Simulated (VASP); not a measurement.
Here is a VASP 6.6.1 calculation.

INCAR

```
SYSTEM = C
PREC = Accurate
ENCUT = 520
EDIFF = 1E-7
ISMEAR = 0
SIGMA = 0.1
LREAL = .False.
LASPH = .True.
NELM = 60
ALGO = Normal
ISIF = 2
LWAVE = .False.
LCHARG = .False.
GGA = PE
NBANDS = 36
```

KPOINTS

```
Automatic mesh
0
Gamma
  18 18 2
  0 0 0
```

The input POSCAR:

```
C
1.0
    2.4665759729      0.0000000000      0.0000000000
   -1.2332879865      2.1361174529      0.0000000000
    0.0000000000      0.0000000000     28.9943669779
C
12
Direct
    0.6666666667      0.3333333333      0.9633100158
    0.6666666667      0.3333333333      0.4633106882
    0.6666666667      0.3333333333      0.7679518023
    0.6666666667      0.3333333333      0.2679518419
    0.0000000000      0.0000000000      0.6157381373
    0.3333333333      0.6666666667      0.2679518023
    0.0000000000      0.0000000000      0.1157381373
    0.6666666667      0.3333333333      0.6157375045
    0.3333333333      0.6666666667      0.7679518419
    0.3333333333      0.6666666667      0.1157375045
    0.3333333333      0.6666666667      0.4633100158
    0.3333333333      0.6666666667      0.9633106882
```

Potentials or basis: VASP PAW PBE potentials, release 64 (C).

Launch:

```bash
$ cat potpaw_PBE.64/C/POTCAR > POTCAR
$ mpirun -np 1 vasp_std > vasp.out
```

(1) Predict the pressure.

(2) Predict the band gap on the k mesh.

## Answers

(1) 0.3 GPa.

(2) zero (filled and empty bands touch).

Caveat: this functional lacks dispersion, which binds the layers, so the pressure and a relaxed spacing across them are unreliable.
